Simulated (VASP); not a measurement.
# Sn in VASP: single point with PBEsol

Aim: the single point of Sn with PBEsol.

All numbers are computed with VASP 6.6.1; they aren't measurements. Logs are shortened: lines on timing, memory, paths and dates and some standing lists are left out, and cuts for length are marked.

## Step 1: The cell of the first run

The typed cell holds 1 atom: a = 3.254 Å, b = 3.254 Å, c = 3.254 Å, α = 116.62°, β = 106.02°, γ = 106.02°.

## Step 2: Single point, PBEsol

Input file INCAR:

```
  PREC = Accurate
  ENCUT = 500
  EDIFF = 1E-6
  ISMEAR = 0
  SIGMA = 0.15
  LREAL = False
  LASPH = True
  NELM = 120
  ALGO = Normal
  ISIF = 2
  LWAVE = False
  LCHARG = False
  GGA = PS
  NBANDS = 13
  GGA_COMPAT = False
```

Input file KPOINTS:

```
regular mesh
0
Gamma
  15 15 15
```

Input file POSCAR:

```
Sn
1.0
   -1.7113555698      1.9572829098      1.9566154758
    1.7091708735     -1.9572517611      1.9593826254
    1.7097349374      1.9584317545     -1.9565754395
Sn
1
Direct
    0.0000000000      0.0000000000      0.0000000000
```

Potentials or basis: VASP PAW PBE potentials, release 64 (Sn_d).

On the command line:

```console
> cat potpaw_PBE.64/Sn_d/POTCAR > POTCAR
> mpirun -np 1 vasp_std > vasp.out
```

OUTCAR:

```text
PREC = Accurate
   ENCUT = 500
   EDIFF = 1E-6
   ISMEAR = 0
   LREAL = False
   LASPH = True
   NELM = 120
   ISIF = 2
   GGA = PS

 ion  position               nearest neighbor table
   1  0.000  0.000  0.000-

  LATTYP: Found a triclinic cell.
 ALAT       =     3.2539266119
 B/A-ratio  =     1.2033814732
 C/A-ratio  =     1.0507019902
 COS(alpha) =     0.0000687329
 COS(beta)  =     0.5252339807
 COS(gamma) =     0.6017379232

  Lattice vectors:

 A1 = (  -1.7113555698,   1.9572829098,   1.9566154758)
 A2 = (  -0.0016206324,   3.9157146643,   0.0000400363)
 A3 = (  -3.4189058109,  -0.0011799934,  -0.0028071859)

Analysis of symmetry for initial positions (statically):
=====================================================================
 Subroutine PRICEL returns:
 Original cell was already a primitive cell.

 Routine SETGRP: Setting up the symmetry group for a
 triclinic supercell.

 Subroutine GETGRP returns: Found  2 space group operations
 (whereof  2 operations were pure point group operations)
 out of a pool of  2 trial point group operations.

The static configuration has the point symmetry S_2 .

Analysis of symmetry for dynamics (positions and initial velocities):
=====================================================================
 Subroutine PRICEL returns:
 Original cell was already a primitive cell.

 Routine SETGRP: Setting up the symmetry group for a
 triclinic supercell.

 Subroutine GETGRP returns: Found  2 space group operations
 (whereof  2 operations were pure point group operations)
 out of a pool of  2 trial point group operations.

The dynamic configuration has the point symmetry S_2 .

 Subroutine INISYM returns: Found  2 space group operations
 (whereof  2 operations are pure point group operations),
 and found     1 'primitive' translations

----------------------------------------------------------------------------------------

                                     Primitive cell

  volume of cell :      26.2126

  direct lattice vectors                    reciprocal lattice vectors
    -1.711355570  1.957282910  1.956615476    -0.000297811  0.255378489  0.255360541
     1.709170873 -1.957251761  1.959382625     0.292281393  0.000118357  0.255525799
     1.709734937  1.958431755 -1.956575439     0.292402924  0.255502241  0.000161096

  length of vectors
     3.253926612  3.254424650  3.253741837     0.361147155  0.388229134  0.388305152

  position of ions in fractional coordinates (direct lattice)
     0.000000000  0.000000000  0.000000000

[... 77 lines left out ...]
   EDIFFG = 0.1E-04   stopping-criterion for IOM
   NSW    =      0    number of steps for IOM
   IBRION =     -1    ionic relax: 0-MD 1-quasi-New 2-CG
   NFREE  =      0    steps in history (QN), initial steepest desc. (CG)
   ISIF   =      2    stress and relaxation
   ISYM   =      2    0-nonsym 1-usesym 2-fastsym
   POTIM  = 0.5000    time-step for ionic-motion
   TEBEG  =    0.0;   TEEND  =   0.0 temperature during run
   PSTRESS=    0.0 pullay stress
   NELECT =      14.0000    total number of electrons
   NUPDOWN=      -1.0000    fix difference up-down
   EMIN   =  10.00;   EMAX   =-10.00  energy-range for DOS
   EFERMI =   0.00;   METHOD = LEGACY
   ISMEAR =     0;   SIGMA  =   0.15  broadening in eV -4-tet -1-fermi 0-gaus
   EFERMI_NEDOS =   21; number of points for ismear=-14 and -15
   IALGO  =     38    algorithm
   IMIX   =      4    mixing-type and parameters
     AMIX     =   0.40;   BMIX     =  1.00
     AMIX_MAG =   1.60;   BMIX_MAG =  1.00
  volume/ion in A,a.u.               =      26.21       176.89
  Fermi-wavevector in a.u.,A,eV,Ry     =   1.328252  2.510033 24.004131  1.764254
  Thomas-Fermi vector in A             =   2.457504
   LORBIT       =      0    0 simple, 1 ext, 2 COOP (PROOUT), +10 PAW based schemes
   GGA     = PS    functional components
   LHFCALC =     F    Hartree Fock is set to
   AEXX    =    0.0000 exact exchange contribution
   IVDW    =     0    specifies the selected vdW correction
   LEPSILON=     F    determine dielectric tensor
   LRPA    =     F    only Hartree local field effects (RPA)
 non-spin polarized calculation
 Gauss-broadening in eV      SIGMA  =   0.15
  energy-cutoff  :      500.00
  volume of cell :       26.21
 maximum number of plane-waves:       679
   NGX = 11   NGY = 11   NGZ = 11

 number of electron      14.0000002 magnetization

 Free energy of the ion-electron system (eV)
  ---------------------------------------------------
  ext. energy  EPLUGINS =         0.00000000
  ---------------------------------------------------
  free energy    TOTEN  =        -4.24349480 eV

  energy without entropy =       -4.23875772  energy(sigma->0) =       -4.24112626

 E-fermi :   8.3631     XC(G=0): -10.6731

 val. band max:        8.3292007562   @ k =  -0.3333  -0.3333   0.3333
 cond. band min:       8.3638460314   @ k =  -0.3333   0.4000   0.2667
 fundamental gap:      0.0346452752
 Fermi energy:         8.3631072385

 k-point     1 :       0.0000    0.0000    0.0000
  band No.  band energies     occupation
      1     -13.1219      2.00000
      2     -13.0676      2.00000
      3     -13.0675      2.00000
      4     -12.9973      2.00000
      5     -12.9143      2.00000
      6      -3.0062      2.00000
      7      15.9503      0.00000
      8      15.9509      0.00000
      9      17.5247      0.00000
     10      19.6287      0.00000
     11      20.6169      0.00000
     12      20.6181      0.00000
     13      20.8844      0.00000
[... 354 lines left out ...]
  band No.  band energies     occupation
      1     -13.0889      2.00000
      2     -13.0685      2.00000
      3     -13.0157      2.00000
      4     -12.9428      2.00000
      5     -12.9318      2.00000
      6      -1.0868      2.00000
      7       7.6820      2.00000
      8      13.7186      0.00000
      9      15.4265      0.00000
     10      18.8903      0.00000
     11      19.1114      0.00000
     12      20.5357      0.00000
     13      22.0311      0.00000

 [... further k-points ...]
[... 5 lines left out ...]
  --------------------------------------------------------------------------------------
  -------------------------------------------------------------------------------------
  Total       -0.0081942     -0.0042832     -0.0044732      0.0003089     -0.0001811     -0.0011899
  in kB       -0.5008471     -0.2618012     -0.2734105      0.0188808     -0.0110721     -0.0727293
  external PRESSURE =      -0.3453529 kB  Pullay stress =       0.0000000 kB

 VOLUME and BASIS-vectors are now :
 -----------------------------------------------------------------------------
  energy-cutoff  :      500.00
  volume of cell :       26.21
      direct lattice vectors                 reciprocal lattice vectors
    -1.711355570  1.957282910  1.956615476    -0.000297811  0.255378489  0.255360541
     1.709170873 -1.957251761  1.959382625     0.292281393  0.000118357  0.255525799
     1.709734937  1.958431755 -1.956575439     0.292402924  0.255502241  0.000161096

 POSITION                                       TOTAL-FORCE (eV/Angst)
 -----------------------------------------------------------------------------------
      0.00000      0.00000      0.00000         0.000000      0.000000      0.000000
 -----------------------------------------------------------------------------------
    total drift:                                0.000000      0.000000     -0.000000

  FREE ENERGIE OF THE ION-ELECTRON SYSTEM (eV)
  ---------------------------------------------------
  free  energy   TOTEN  =        -4.2434948007 eV

  energy  without entropy=       -4.2387577226  energy(sigma->0) =       -4.24112626
```

Run time: 99 s. Hardware: 1 thread of Intel Xeon 6975P-C (Granite Rapids), shared host; peak memory 0.55 GiB.

Results:

```yaml
Free_energy: -4.2435 eV
Pressure: 0.0 GPa
Band_gap_on_the_k_mesh: zero (bands 7 and 8 overlap by 9.90 eV)
```

Caveat: the PAW data sets were made with another functional, which shifts forces and pressure a little; spin-orbit coupling is left out, which moves the levels of the heavy elements.

The gap in the log of VASP goes by the Fermi energy; the results here count the filled bands.